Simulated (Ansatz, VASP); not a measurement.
**NbAs in VASP and in Ansatz**

The input INCAR:

```
ALGO = Normal
EDIFF = 1E-7
EDIFFG = -0.005
ENCUT = 600
GGA = PE
IBRION = 2
ISIF = 3
ISMEAR = -1
LASPH = T
LCHARG = F
LREAL = F
LWAVE = F
NELM = 60
NSW = 100
PREC = Accurate
SIGMA = 0.08
```

KPOINTS

```
k-points
0
Gamma
  9 9 5
```

POSCAR

```
NbAs
1.0
    4.2698503391      0.0000000000      0.0000000000
   -2.1349251695      3.6977988640      0.0000000000
    0.0000000000      0.0000000000      6.9598560527
Nb As
2 2
Direct
    0.3333333333      0.6666666667      0.0000000000
    0.6666666667      0.3333333333      0.5000000000
    0.3333333333      0.6666666667      0.3760000000
    0.6666666667      0.3333333333      0.8760000000
```

Input for Ansatz:

```yaml
crystal:
  lattice:
    - [4.2698503391, 0.0, 0.0]
    - [-2.1349251695, 3.697798864, 0.0]
    - [0.0, 0.0, 6.9598560527]
  atoms:
    - { symbol: Nb, position: [0.3333333333, 0.6666666667, 0.0] }
    - { symbol: Nb, position: [0.6666666667, 0.3333333333, 0.5] }
    - { symbol: As, position: [0.3333333333, 0.6666666667, 0.376] }
    - { symbol: As, position: [0.6666666667, 0.3333333333, 0.876] }
kpoints:
  mp_grid: { grid: [9, 9, 5] }
scf:
  occupations: { method: fermi_dirac, width: 0.08 }
hamiltonian:
  xc: pbe
  pseudopotentials: { kind: paw }
output:
  forces: true
  stress: true
relax:
  f_tol: 0.005
  max_steps: 80
  cell: {}
```

Alike in both runs: task relaxation of cell and atoms; functional PBE; k mesh 9 × 9 × 5; occupations fermi-dirac, width 0.08 eV; no spin polarisation.

|  | VASP | Ansatz |
| --- | --- | --- |
| version | VASP 6.6.1 | Ansatz 0.2.0 |
| potentials or method | VASP PAW PBE potentials, release 64 (Nb_sv, As) | PAW with Ansatz's default frozen-core files, scalar-relativistic |
| plane-wave cutoff (eV) | 600 | 420 |
| valence electrons in the cell | 36 | 56 |

Ansatz gave:

| Item | Value |
| --- | --- |
| relaxed volume (Å³/atom) | 20.93 |
| relaxed cell length with the largest relative difference (Å) | 3.400 |

What did VASP give for the same quantities?

Relaxed volume (Å³/atom): 20.91; relaxed cell length with the largest relative difference (Å): 3.397.

VASP's potentials hold 36 valence electrons a cell and Ansatz's 56, so a difference there can come from the potentials and not from the codes.

Noted on VASP's run: the volume moved by over 15 % at a fixed basis, so the end points are rough.
